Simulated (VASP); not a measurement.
Input of a VASP 6.6.1 run:

INCAR

```
ALGO = Normal ; EDIFF = 1E-6
ENCUT = 520 ; GGA = PE
ISIF = 2 ; ISMEAR = 0
LASPH = True ; LCHARG = False
LREAL = False ; LWAVE = False
NBANDS = 11 ; NELM = 100
PREC = Accurate ; SIGMA = 0.01
```

KPOINTS

```
k-points
0
Gamma
  6 6 6
```

Contents of POSCAR:

```
BeS
1.0
    0.0000000000      2.5316784796      2.3555199058
    2.5316784796      0.0000000000      2.3555199058
    2.5316784796      2.5316784796      0.0000000000
Be S
1 1
Direct
    0.0000000000      0.0000000000      0.0000000000
    0.2500000000      0.2500000000      0.2500000000
```

Potentials or basis: VASP PAW PBE potentials, release 64 (Be, S).

Command:

```console
$ cat potpaw_PBE.64/Be/POTCAR potpaw_PBE.64/S/POTCAR > POTCAR
$ mpirun -np 1 vasp_std > vasp.out
```

(1) What does it give for the pressure?

(2) Predict the band gap on the k mesh.

## Answers

(1) -3.5 GPa.

(2) 2.70 eV, indirect (least direct gap 5.17 eV).

Caveat: the cell differs from its parent crystal (epitaxial xy strain +4.0%).
